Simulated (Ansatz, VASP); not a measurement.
Two plane-wave programs on ScAl5

```xyz
6
Lattice="2.9564 0.0000 0.0000 -1.4782 2.5603 0.0000 0.0000 0.0000 14.1247" Properties=species:S:1:pos:R:3 pbc="T T T"
Sc    0.0000    0.0000    0.0000
Al    0.0000    1.7069    2.4609
Al    1.4782    0.8534    4.7480
Al    0.0000    0.0000    7.0623
Al    0.0000    1.7069    9.3766
Al    1.4782    0.8534   11.6637
```

Alike in both runs: functional PBE; k mesh 6 × 6 × 2; occupations gaussian, width 0.1 eV; no spin polarisation.

Ansatz relaxed the structure, and its values are those at the end. VASP's run is a single point on that final structure, the one shown.

|  | VASP | Ansatz |
| --- | --- | --- |
| version | VASP 6.6.1 | Ansatz 0.2.0 |
| potentials or method | VASP PAW PBE potentials, release 64 (Sc_sv, Al), cutoff 520 eV | scalar-relativistic, plane waves, PAW |
| valence electrons in the cell | 26 | 26 |

|  | VASP | Ansatz | Ansatz less VASP |
| --- | --- | --- | --- |
| gap on the k mesh at the Fermi level (eV) | none | none | - |
| pressure (GPa) | 0.2 | 0.2 | 0.00 |
| rms of the force components (eV/Å) | 0.008 | 0.005 | -0.0029 |

A gap of «none» marks a metal or a gap that the smearing closes.

The k mesh is coarse, so the values compare programs but aren't converged.
